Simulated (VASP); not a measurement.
Set up this calculation in VASP 6.6.1, as the native input.

```yaml
Task: single point
Functional: PBEsol
Potentials_or_basis: VASP PAW PBE potentials, release 64 (Os)
Cutoff: 520 eV
k_mesh: 15 × 15 × 9
Occupations: fermi-dirac, width 0.05 eV
Spin: no spin polarisation
Dipole_correction: no
Further_INCAR_settings: ALGO = Normal; EDIFF = 1e-06; NBANDS = 15
```

The structure of Os lies in POSCAR:

```
Os
1.0
    2.6971481488      0.0000000000      0.0000000000
   -1.3485740745      2.3357988147      0.0000000000
    0.0000000000      0.0000000000      4.2613185190
Os
2
Direct
    0.3333333333      0.6666666667      0.2500000000
    0.6666666667      0.3333333333      0.7500000000
```

This cell differs from its parent crystal: volume scaled by 0.96.

The input as run:

INCAR

```
SYSTEM = Os
PREC = Accurate
ENCUT = 520
EDIFF = 1E-6
ISMEAR = -1
SIGMA = 0.05
LREAL = .FALSE.
LASPH = .TRUE.
NELM = 60
ALGO = Normal
ISIF = 2
LWAVE = .FALSE.
LCHARG = .FALSE.
GGA = PS
NBANDS = 15
```

KPOINTS

```
regular mesh
0
G
  15 15 9
  0 0 0
```

Potentials or basis: VASP PAW PBE potentials, release 64 (Os).

Launch:

```console
$ cat potpaw_PBE.64/Os/POTCAR > POTCAR
$ mpirun -np 1 vasp_std > vasp.out
```

Results of the run:

The pressure is 17.1 GPa and the band gap on the k mesh is zero (band 8 reaches 12.18 eV, above the bottom of band 9 at 8.09 eV).

Caveat: the PAW data sets were made with another functional, which shifts forces and pressure a little; spin-orbit coupling is left out, which moves the levels of the heavy elements.

Wall time 28 s on 1 thread of AMD EPYC 9R45 (Zen 5), on a shared host, peak memory 0.13 GiB.
